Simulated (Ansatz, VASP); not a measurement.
# BAs: VASP beside Ansatz

```
CELL_PARAMETERS angstrom
0.00000 2.33974 2.33974
2.33974 0.00000 2.33974
2.33974 2.33974 0.00000
ATOMIC_POSITIONS crystal
B 0.00000 0.00000 0.00000
As 0.25000 0.25000 0.25000
```

Change from the starting cell: volume scaled by 0.94, ions relaxed.

Alike in both runs: task relaxation of the atoms; functional PBE; k mesh 16 × 16 × 16; occupations fermi-dirac, width 0.02 eV; no spin polarisation.

|  | VASP | Ansatz |
| --- | --- | --- |
| version | VASP 6.6.1 | Ansatz 0.2.0 |
| potentials or method | VASP PAW PBE potentials, release 64 (B, As) | plane-wave PAW, scalar-relativistic |
| plane-wave cutoff (eV) | 520 | 420 |
| valence electrons in the cell | 8 | 18 |

|  | VASP | Ansatz | Ansatz less VASP |
| --- | --- | --- | --- |
| gap on the k mesh at the Fermi level, each at its own relaxed structure (eV) | 1.13 | 1.14 | +0.010 |

VASP's potentials hold 8 valence electrons a cell and Ansatz's 18, so a difference there can come from the potentials and not from the codes. Ansatz's warnings: stress scf threshold loose.

Noted on VASP's run: the relaxation stopped at its first step, so nothing moved.
